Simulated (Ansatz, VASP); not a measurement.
Two plane-wave programs on Ru

```xyz
2
Lattice="2.7290 0.0000 0.0000 -1.3645 2.3634 0.0000 0.0000 0.0000 4.2960" Properties=species:S:1:pos:R:3 pbc="T T T"
Ru    0.0000    1.5756    1.0740
Ru    1.3645    0.7878    3.2220
```

Alike in both runs: task single point; functional PBEsol; k mesh 22 × 22 × 12; occupations fermi-dirac, width 0.05 eV; collinear spin.

|  | VASP | Ansatz |
| --- | --- | --- |
| version | VASP 6.6.1 | Ansatz 0.2.0 |
| potentials or method | VASP PAW PBE potentials, release 64 (Ru_pv), cutoff 520 eV | plane waves (420 eV) with PAW, scalar-relativistic |
| valence electrons in the cell | 28 | 32 |

Ansatz gave:

| Item | Value |
| --- | --- |
| pressure (GPa) | -12.4 |
| traceless stress, the component that is largest in VASP (GPa) | 0.22 |
| net moment per atom (μB) | 0.00 |

Task: Which values does VASP return?

Result: Pressure (GPa): -12.6; traceless stress, the component that is largest in VASP (GPa): 0.23; net moment per atom (μB): 0.00.

VASP's potentials were made for PBE, not for PBEsol, and Ansatz warns of the same on its side. The functional is the same, so the differences come from potentials, cutoffs and numerics. VASP's potentials hold 28 valence electrons a cell and Ansatz's 32, so a difference there can come from the potentials and not from the codes. Ansatz's warnings: seeded moment not kept.
